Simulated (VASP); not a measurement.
Wanted: the native input for a VASP 6.6.1 run.

```
Task                   : electric field gradients
Functional             : LDA
Potentials or basis    : VASP PAW LDA potentials, release 64 (Al, N)
Cutoff                 : 520 eV
k mesh                 : 10 × 10 × 10
Occupations            : fermi-dirac, width 0.02 eV
Spin                   : no spin polarisation
Dipole correction      : no
Further INCAR settings : ALGO = Normal; EDIFF = 1e-08; NBANDS = 11
```

The structure of AlN lies in POSCAR:

```
AlN
1.0
    0.0000000000      1.9647244322      1.9647244322
    1.9647244322      0.0000000000      1.9647244322
    1.9647244322      1.9647244322      0.0000000000
Al N
1 1
Direct
    0.0000000000      0.0000000000      0.0000000000
    0.5000000000      0.5000000000      0.5000000000
```

This cell differs from its parent crystal: volume scaled by 0.98.

One way to write it, as run:

INCAR

```
SYSTEM = AlN
ALGO     = Normal         ! electronic algorithm
EDIFF    = 1E-8           ! SCF threshold, eV
ENCUT    = 520            ! plane-wave cutoff, eV
ISIF     = 2              ! what is computed and relaxed
ISMEAR   = -1             ! smearing method
LASPH    = .TRUE.         ! aspherical terms in the spheres
LCHARG   = .FALSE.        ! write CHGCAR
LEFG     = .TRUE.       
LREAL    = .FALSE.        ! projectors in reciprocal space
LWAVE    = .FALSE.        ! write WAVECAR
NBANDS   = 11             ! bands
NELM     = 80             ! most SCF steps
PREC     = Accurate       ! precision mode
SIGMA    = 0.02           ! smearing width, eV
```

KPOINTS

```
k-points
0
G
  10 10 10
  0 0 0
```

Potentials or basis: VASP PAW LDA potentials, release 64 (Al, N).

Launch:

```sh
$ cat potpaw_LDA.64/Al/POTCAR potpaw_LDA.64/N/POTCAR > POTCAR
$ mpirun -np 1 vasp_std > vasp.out
```

Results of the run:

The pressure is 20.1 GPa and the band gap on the k mesh is 5.03 eV, indirect (least direct gap 7.07 eV).

Caveat: without QUAD_EFG the Cq values of the log hold for a quadrupole moment of 1 mb, not for the nuclei.

It took 5.8 s on 1 thread of Intel Xeon 6975P-C, on a shared host, peak memory 0.13 GiB.
